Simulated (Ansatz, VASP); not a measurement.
**ZnO in VASP and in Ansatz**

File INCAR:

```
  ALGO = Normal
  EDIFF = 1E-6
  ENCUT = 520
  ISIF = 2
  ISMEAR = -1
  LASPH = T
  LCHARG = F
  LREAL = F
  LWAVE = F
  NBANDS = 26
  NELM = 100
  PREC = Accurate
  SIGMA = 0.05
```

File KPOINTS:

```
k-points
0
Gamma
  9 9 4
```

POSCAR

```
ZnO
1.0
    3.2879671587      0.0000000000      0.0000000000
   -1.6439835793      2.8474630862      0.0000000000
    0.0000000000      0.0000000000      7.1304413500
Zn O
2 2
Direct
    0.0000000000      0.0000000000      0.2500000000
    0.0000000000      0.0000000000      0.7500000000
    0.6666666667      0.3333333333      0.7500000000
    0.3333333333      0.6666666667      0.2500000000
```

input.yaml

```yaml
crystal:
  lattice:
    - [3.2879671587, 0.0, 0.0]
    - [-1.6439835793, 2.8474630862, 0.0]
    - [0.0, 0.0, 7.13044135]
  atoms:
    - { symbol: Zn, position: [0.0, 0.0, 0.25] }
    - { symbol: Zn, position: [0.0, 0.0, 0.75] }
    - { symbol: O, position: [0.6666666667, 0.3333333333, 0.75] }
    - { symbol: O, position: [0.3333333333, 0.6666666667, 0.25] }
kpoints:
  mp_grid: { grid: [9, 9, 4] }
scf:
  occupations: { method: fermi_dirac, width: 0.05 }
hamiltonian:
  xc: lda
  pseudopotentials: { kind: all_electron, lapw: { basis_error: 0.002 } }
output:
  forces: true
  stress: true
  eigenvalues: true
```

Alike in both runs: task single point; functional LDA; k mesh 9 × 9 × 4; occupations fermi-dirac, width 0.05 eV; no spin polarisation.

```csv
,VASP,Ansatz
version,VASP 6.6.1,Ansatz 0.2.0
potentials or method,"VASP PAW LDA potentials, release 64 (Zn, O), cutoff 520 eV","all-electron LAPW, scalar-relativistic"
```

Ansatz gave:

* gap on the k mesh at the Fermi level (eV): 0.76
* least direct gap on the mesh (eV): 0.76
* pressure (GPa): -8.1
* traceless stress, the component that is largest in VASP (GPa): 6.34

Which values does VASP return?

gap on the k mesh at the Fermi level (eV): 0.76; least direct gap on the mesh (eV): 0.76; pressure (GPa): -7.4; traceless stress, the component that is largest in VASP (GPa): 5.61.

LDA's correlation is that of Perdew and Zunger in VASP and of Perdew and Wang (1992) in Ansatz. Ansatz ran all-electron here, and VASP with PAW potentials.
